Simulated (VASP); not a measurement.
Crystal: H4RuCl.

```
H Ru Cl
1.0
     0.00000    3.43822    3.43822
     3.43822    0.00000    3.43822
     3.43822    3.43822    0.00000
H Ru Cl
4 1 1
Direct
  0.87549 0.37484 0.37484
  0.37484 0.37484 0.37484
  0.37484 0.87549 0.37484
  0.37484 0.37484 0.87549
  0.00000 0.00000 0.00000
  0.75000 0.75000 0.75000
```

```yaml
Program: VASP 6.6.1
Task: relaxation of cell and atoms
Functional: PBE
Potentials_or_basis: VASP PAW PBE potentials, release 64 (H, Ru_pv, Cl)
Cutoff: 600 eV
k_mesh: 4 × 4 × 4
Occupations: gaussian, width 0.1 eV
Spin: collinear spin, ferromagnetic start
Starting_moments: "[0.0, 0.0, 0.0, 0.0, 1.0, 0.0] μB"
```

At the start: pressure -14.7 GPa; volume 13.55 Å³/atom.

**Question.** How do energy, volume and symmetry change on relaxing?

**Answer.** Over 18 steps the energy falls by 605.4 meV/atom and the volume is 7.71 Å³/atom (-43.1 %); space group F-43m (No. 216, to 0.05 Å); moment 0.00 μB per cell.

The path:
```tsv
step	energy change (eV)	largest force (eV/Å)	pressure (GPa)	volume (Å³)
1	0.0000	0.1953	-14.68	81.29
2	-1.3550	0.3153	-17.04	67.54
3	-2.2510	0.2557	44.66	35.75
4	-2.8763	0.3708	-13.34	52.47
5	-3.2490	0.3403	3.36	43.58
6	-3.2588	0.3464	-0.51	44.92
7	-3.2585	0.3439	1.10	44.33
8	-3.2908	0.3448	1.51	44.23
9	-3.3850	0.3332	3.04	43.94
10	-3.5304	0.1886	7.23	43.35
11	-2.5692	2.7801	22.06	42.20
12	-3.5357	0.1616	7.61	43.30
13	-3.5422	0.0041	9.33	43.09
14	-3.5588	0.0466	8.48	43.42
15	-3.5843	0.2059	6.23	44.39
16	-3.6004	0.1600	5.05	44.73
17	-3.6287	0.0371	1.77	45.76
18	-3.6323	0.0150	0.31	46.27
```

Final structure:
```
CELL_PARAMETERS angstrom
0.00000 2.84932 2.84932
2.84932 0.00000 2.84932
2.84932 2.84932 0.00000
ATOMIC_POSITIONS crystal
H 0.98246 0.33918 0.33918
H 0.33918 0.33918 0.33918
H 0.33918 0.98246 0.33918
H 0.33918 0.33918 0.98246
Ru 0.00000 0.00000 0.00000
Cl 0.75000 0.75000 0.75000
```

Caveat: the k points lie up to 0.48 Å⁻¹ apart in the final cell; the volume moved by over 15 % at a fixed basis, so the end points are rough.
